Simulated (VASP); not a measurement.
A run of VASP 6.6.1:

Contents of INCAR:

```
SYSTEM = PbS
  PREC = Accurate
  ENCUT = 520
  EDIFF = 1E-6
  ISMEAR = 0
  SIGMA = 0.05
  LREAL = .FALSE.
  LASPH = .TRUE.
  NELM = 100
  ALGO = Normal
  ISIF = 2
  LWAVE = .FALSE.
  LCHARG = .TRUE.
  GGA = PS
  LELF = .TRUE.
  LVHAR = .TRUE.
  NBANDS = 17
```

File KPOINTS:

```
Automatic mesh
0
G
  8 8 8
  0 0 0
```

Contents of POSCAR:

```
PbS
1.0
    3.5790186812      0.0000000000      0.0000000000
    0.0000000000      3.5790186812      0.0000000000
    0.0000000000      0.0000000000      3.6148088680
Pb S
1 1
Direct
    0.0000000000      0.0000000000      0.0000000000
    0.5000000000      0.5000000000      0.5000000000
```

Potentials or basis: VASP PAW PBE potentials, release 64 (Pb_d, S).

Launch:

```bash
$ cat potpaw_PBE.64/Pb_d/POTCAR potpaw_PBE.64/S/POTCAR > POTCAR
$ mpirun -np 1 vasp_std > vasp.out
```

Hardware: 1 thread of Intel(R) Xeon(R) 6975P-C (Granite Rapids) (shared host).

Task: How long does it take, and how much memory?

Result: Wall time 20 s on 1 thread of Intel(R) Xeon(R) 6975P-C (Granite Rapids) (shared host), peak memory 0.19 GiB. Counts: scf iterations 12, k points 75.
